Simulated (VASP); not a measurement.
A run of VASP 6.6.1 is set up as follows.

File INCAR:

```
PREC = Accurate
ENCUT = 520
EDIFF = 1E-6
ISMEAR = 0
SIGMA = 0.05
LREAL = F
LASPH = T
NELM = 80
ALGO = Normal
ISIF = 2
LWAVE = F
LCHARG = T
LELF = T
LVHAR = T
NBANDS = 35
```

The input KPOINTS:

```
regular mesh
0
Gamma
  6 6 8
```

The input POSCAR:

```
SnO2
1.0
    4.7207174017      0.0000000000      0.0000000000
    0.0000000000      4.7207174017      0.0000000000
    0.0000000000      0.0000000000      3.1887553105
Sn O
2 4
Direct
    0.0000000000      0.0000000000      0.0000000000
    0.5000000000      0.5000000000      0.5000000000
    0.2881919057      0.3240211935      0.0000000000
    0.2118080943      0.8240211935      0.5000000000
    0.7118080943      0.6759788065      0.0000000000
    0.7881919057      0.1759788065      0.5000000000
```

Potentials or basis: VASP PAW LDA potentials, release 64 (Sn_d, O).

Launch:

```sh
$ cat potpaw_LDA.64/Sn_d/POTCAR potpaw_LDA.64/O/POTCAR > POTCAR
$ mpirun -np 1 vasp_std > vasp.out
```

(1) What does it give for the pressure?

(2) Estimate the largest force.

(3) What does it give for the band gap on the k mesh?

Answers

(1) 0.6 GPa.

(2) 0.081 eV/Å.

(3) 1.31 eV, direct.

Caveat: the cell differs from its parent crystal (mode 4 frozen in at -0.120 Å and mode 5 at -0.000 Å (largest displacements)); spin-orbit coupling is left out, which moves the levels of the heavy elements.
